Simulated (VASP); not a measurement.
# Al (Fm-3m) in VASP: notebook

Runs on Al. Level: PBE-based screened hybrid. Tasks: single point.

All numbers are computed with VASP 6.6.1; they aren't measurements. Logs are shortened: lines on timing, memory, paths and dates and some standing lists are left out, and cuts for length are marked.

**1. The cell of the first run**

Symmetry: Fm-3m, No. 225, cubic system. Conventional cell: a = 4.103 Å, b = 4.103 Å, c = 4.103 Å, α = 90.00°, β = 90.00°, γ = 90.00°. Within 3.8 Å of Al (site symmetry m-3m) lie 12 Al at 2.90 Å.

**2. Single point, PBE-based screened hybrid**

File POSCAR:

```
Al
1.0
    0.0000000000      2.0514502267      2.0514502267
    2.0514502267      0.0000000000      2.0514502267
    2.0514502267      2.0514502267      0.0000000000
Al
1
Direct
    0.0000000000      0.0000000000      0.0000000000
```

File INCAR.step1:

```
SYSTEM = Al
PREC = Accurate ; ENCUT = 520
EDIFF = 1E-5 ; ISMEAR = -1
SIGMA = 0.05 ; LREAL = .FALSE.
LASPH = .TRUE. ; NELM = 80
ALGO = Normal ; ISIF = 2
LWAVE = .TRUE. ; LCHARG = .FALSE.
NBANDS = 8 ; GGA = PE
```

File INCAR.step2:

```
SYSTEM = Al
PREC = Accurate ; ENCUT = 520
EDIFF = 1E-6 ; ISMEAR = -1
SIGMA = 0.05 ; LREAL = .FALSE.
LASPH = .TRUE. ; NELM = 80
ALGO = Normal ; ISIF = 2
LWAVE = .FALSE. ; LCHARG = .FALSE.
GGA = PE ; LHFCALC = .TRUE.
AEXX = 0.25 ; HFSCREEN = 0.3
PRECFOCK = Normal ; NBANDS = 8
ISTART = 1
```

File KPOINTS:

```
regular mesh
0
G
  6 6 6
  0 0 0
```

Potentials or basis: VASP PAW PBE potentials, release 64 (Al).

Started as:

```bash
> cat potpaw_PBE.64/Al/POTCAR > POTCAR
> cp INCAR.step1 INCAR
> mpirun -np 1 vasp_std > vasp.out
> cp INCAR.step2 INCAR
> mpirun -np 1 vasp_std > vasp.out
```

OUTCAR:

```text
SYSTEM = Al
   PREC = Accurate
   ENCUT = 520
   EDIFF = 1E-6
   ISMEAR = -1
   LREAL = .FALSE.
   LASPH = .TRUE.
   NELM = 80
   ISIF = 2
   GGA = PE
   LHFCALC = .TRUE.
   AEXX = 0.25
   HFSCREEN = 0.3
   PRECFOCK = Normal
   ISTART = 1

 ion  position               nearest neighbor table
   1  0.000  0.000  0.000-

  LATTYP: Found a face centered cubic cell.
 ALAT       =     4.1029004534

  Lattice vectors:

 A1 = (   0.0000000000,   2.0514502267,   2.0514502267)
 A2 = (   2.0514502267,   0.0000000000,   2.0514502267)
 A3 = (   2.0514502267,   2.0514502267,   0.0000000000)

Analysis of symmetry for initial positions (statically):
=====================================================================
 Subroutine PRICEL returns:
 Original cell was already a primitive cell.

 Routine SETGRP: Setting up the symmetry group for a
 face centered cubic supercell.

 Subroutine GETGRP returns: Found 48 space group operations
[... 9 lines left out ...]

 Routine SETGRP: Setting up the symmetry group for a
 face centered cubic supercell.

 Subroutine GETGRP returns: Found 48 space group operations
 (whereof 48 operations were pure point group operations)
 out of a pool of 48 trial point group operations.

The dynamic configuration has the point symmetry O_h .

 Subroutine INISYM returns: Found 48 space group operations
 (whereof 48 operations are pure point group operations),
 and found     1 'primitive' translations

----------------------------------------------------------------------------------------

                                     Primitive cell

  volume of cell :      17.2668

  direct lattice vectors                    reciprocal lattice vectors
     0.000000000  2.051450227  2.051450227    -0.243730018  0.243730018  0.243730018
     2.051450227  0.000000000  2.051450227     0.243730018 -0.243730018  0.243730018
     2.051450227  2.051450227  0.000000000     0.243730018  0.243730018 -0.243730018

  length of vectors
     2.901188733  2.901188733  2.901188733     0.422152774  0.422152774  0.422152774

  position of ions in fractional coordinates (direct lattice)
     0.000000000  0.000000000  0.000000000

  ion indices of the primitive-cell ions
   primitive index   ion index
                 1           1

[... 69 lines left out ...]
   ISYM   =      3    0-nonsym 1-usesym 2-fastsym
   POTIM  = 0.5000    time-step for ionic-motion
   TEBEG  =    0.0;   TEEND  =   0.0 temperature during run
   PSTRESS=    0.0 pullay stress
   NELECT =       3.0000    total number of electrons
   NUPDOWN=      -1.0000    fix difference up-down
   EMIN   =  10.00;   EMAX   =-10.00  energy-range for DOS
   EFERMI =   0.00;   METHOD = LEGACY
   ISMEAR =    -1;   SIGMA  =   0.05  broadening in eV -4-tet -1-fermi 0-gaus
   EFERMI_NEDOS =   21; number of points for ismear=-14 and -15
   IALGO  =     38    algorithm
   IMIX   =      1    mixing-type and parameters
     AMIX     =   0.40;   BMIX     =  1.00
     AMIX_MAG =   1.60;   BMIX_MAG =  1.00
  volume/ion in A,a.u.               =      17.27       116.52
  Fermi-wavevector in a.u.,A,eV,Ry     =   0.913505  1.726274 11.353945  0.834491
  Thomas-Fermi vector in A             =   2.038024
   LORBIT       =      0    0 simple, 1 ext, 2 COOP (PROOUT), +10 PAW based schemes
   GGA     = PE    functional components
   LHFCALC =     T    Hartree Fock is set to
   PRECFOCK=normal    Normal, Fast or Accurate (Low or Medium for compatibility)
   ENCUT4O =  -1.0   cutoff for four orbital integrals eV
   NKREDX  =     1    reduce k-point grid by
   NKREDY  =     1    reduce k-point grid by
   NKREDZ  =     1    reduce k-point grid by
   AEXX    =    0.2500 exact exchange contribution
   HFSCREEN=    0.3000 screening length (either q_TF or 0.3 A-1)
   HFSCREENC=   0.3000 screening length for correlation (either q_TF or 0.3 A-1)
   ENCUTFOCK=  -1.0 apply spherical cutoff to Coloumb kernel
   IVDW    =     0    specifies the selected vdW correction
   LEPSILON=     F    determine dielectric tensor
   LRPA    =     F    only Hartree local field effects (RPA)
 non-spin polarized calculation
  energy-cutoff  :      520.00
  volume of cell :       17.27
 maximum number of plane-waves:       483
 NGX is ok and might be reduce to    24
  NGX = 18; NGY = 18; NGZ = 18

 number of electron       3.0000000 magnetization

 Free energy of the ion-electron system (eV)
  ---------------------------------------------------
  ext. energy  EPLUGINS =         0.00000000
  ---------------------------------------------------
  free energy    TOTEN  =        -4.07984382 eV

  energy without entropy =       -4.07557253  energy(sigma->0) =       -4.07770818

 E-fermi :   7.9122     XC(G=0):  -8.4437

 val. band max:        6.8628693505   @ k =  -0.3333   0.5000   0.1667
 cond. band min:       7.9336714232   @ k =  -0.3333   0.3333   0.0000
 fundamental gap:      1.0708020727
 Fermi energy:         7.9122101322

 k-point     1 :       0.0000    0.0000    0.0000
  band No.  band energies     occupation
      1      -4.6144      2.00000
      2      20.8004      0.00000
      3      20.8004      0.00000
      4      20.8004      0.00000
      5      21.9794      0.00000
      6      21.9794      0.00000
      7      21.9794      0.00000
      8      24.4621      0.00000
[... 155 lines left out ...]
 k-point    16 :      -0.3333    0.5000    0.1667
  band No.  band energies     occupation
      1       5.3904      2.00000
      2       6.8629      2.00000
      3       8.4178      0.00008
      4       9.9690      0.00000
      5      19.9943      0.00000
      6      21.7032      0.00000
      7      28.1546      0.00000
      8      29.1471      0.00000

------------------------ aborting loop because EDIFF is reached ----------------------------------------

  FORCE on cell =-STRESS in cart. coord.  units (eV):
  Direction    XX          YY          ZZ          XY          YZ          ZX
  --------------------------------------------------------------------------------------
  -------------------------------------------------------------------------------------
  Total       -0.3776761     -0.3776761     -0.3776761      0.0000000      0.0000000     -0.0000000
  in kB      -35.0442822    -35.0442822    -35.0442822      0.0000000      0.0000000     -0.0000000
  external PRESSURE =     -35.0442822 kB  Pullay stress =       0.0000000 kB

 VOLUME and BASIS-vectors are now :
 -----------------------------------------------------------------------------
  energy-cutoff  :      520.00
  volume of cell :       17.27
      direct lattice vectors                 reciprocal lattice vectors
     0.000000000  2.051450227  2.051450227    -0.243730018  0.243730018  0.243730018
     2.051450227  0.000000000  2.051450227     0.243730018 -0.243730018  0.243730018
     2.051450227  2.051450227  0.000000000     0.243730018  0.243730018 -0.243730018

 POSITION                                       TOTAL-FORCE (eV/Angst)
 -----------------------------------------------------------------------------------
      0.00000      0.00000      0.00000         0.000000      0.000000      0.000000
 -----------------------------------------------------------------------------------
    total drift:                               -0.000000     -0.000000     -0.000000

  FREE ENERGIE OF THE ION-ELECTRON SYSTEM (eV)
  ---------------------------------------------------
  free  energy   TOTEN  =        -4.0798438228 eV

  energy  without entropy=       -4.0755725273  energy(sigma->0) =       -4.07770818
```

OUTCAR.step1:

```text
SYSTEM = Al
   PREC = Accurate
   ENCUT = 520
   EDIFF = 1E-5
   ISMEAR = -1
   LREAL = .FALSE.
[... 383 lines left out ...]
 -----------------------------------------------------------------------------------
      0.00000      0.00000      0.00000         0.000000      0.000000     -0.000000
 -----------------------------------------------------------------------------------
    total drift:                               -0.000000      0.000000     -0.000000

  FREE ENERGIE OF THE ION-ELECTRON SYSTEM (eV)
  ---------------------------------------------------
  free  energy   TOTEN  =        -3.8073494060 eV

  energy  without entropy=       -3.8031621967  energy(sigma->0) =       -3.80525580
```

Wall time 2.1 min (1 thread of AMD EPYC 7R43 (Zen 3), shared host); peak memory 0.19 GiB.

What came out:

* Free energy: -4.0798 eV
* Pressure: -3.5 GPa

Caveat: the k points lie up to 0.44 Å⁻¹ apart; the PAW data sets were made with another functional, which shifts forces and pressure a little.

**3. Single point, PBE-based screened hybrid**

This run uses another cell than the first one, of 17.60 Å³/atom, 1.019 times its volume.

File POSCAR:

```
Al
1.0
    0.0000000000      2.0645171409      2.0645171409
    2.0645171409      0.0000000000      2.0645171409
    2.0645171409      2.0645171409      0.0000000000
Al
1
Direct
    0.0000000000      0.0000000000      0.0000000000
```

File INCAR.step1:

```
  PREC = Accurate
  ENCUT = 520
  EDIFF = 1E-5
  ISMEAR = -1
  SIGMA = 0.05
  LREAL = F
  LASPH = T
  NELM = 80
  ALGO = Normal
  ISIF = 2
  LWAVE = T
  LCHARG = F
  GGA = PE
  NBANDS = 8
```

File INCAR.step2:

```
  PREC = Accurate
  ENCUT = 520
  EDIFF = 1E-6
  ISMEAR = -1
  SIGMA = 0.05
  LREAL = F
  LASPH = T
  NELM = 80
  ALGO = Normal
  ISIF = 2
  LWAVE = F
  LCHARG = F
  GGA = PE
  LHFCALC = T
  AEXX = 0.25
  HFSCREEN = 0.3
  PRECFOCK = Normal
  ISTART = 1
  NBANDS = 8
```

File KPOINTS:

```
regular mesh
0
Gamma
  6 6 6
```

Potentials or basis: VASP PAW PBE potentials, release 64 (Al).

Started as:

```bash
> cat potpaw_PBE.64/Al/POTCAR > POTCAR
> cp INCAR.step1 INCAR
> mpirun -np 1 vasp_std > vasp.out
> cp INCAR.step2 INCAR
> mpirun -np 1 vasp_std > vasp.out
```

Run time: 1.9 min. Hardware: 1 thread of AMD EPYC 7R43 (Zen 3), shared host; peak memory 0.19 GiB.

Results (log left out):

* Free energy: -4.0714 eV
* Pressure: -4.7 GPa

Levels at points of the mesh, in eV from the Fermi level:
```csv
k point,band 1,band 2,band 3,band 4
"(0.00, 0.00, 0.00)",-12.35,12.81,12.81,12.81
"(0.50, 0.00, 0.00)",-5.19,-5.12,11.21,11.21
"(0.50, 0.50, 0.00)",-3.45,-2.05,5.37,5.45
```

Caveat: the k points lie up to 0.44 Å⁻¹ apart; the PAW data sets were made with another functional, which shifts forces and pressure a little.
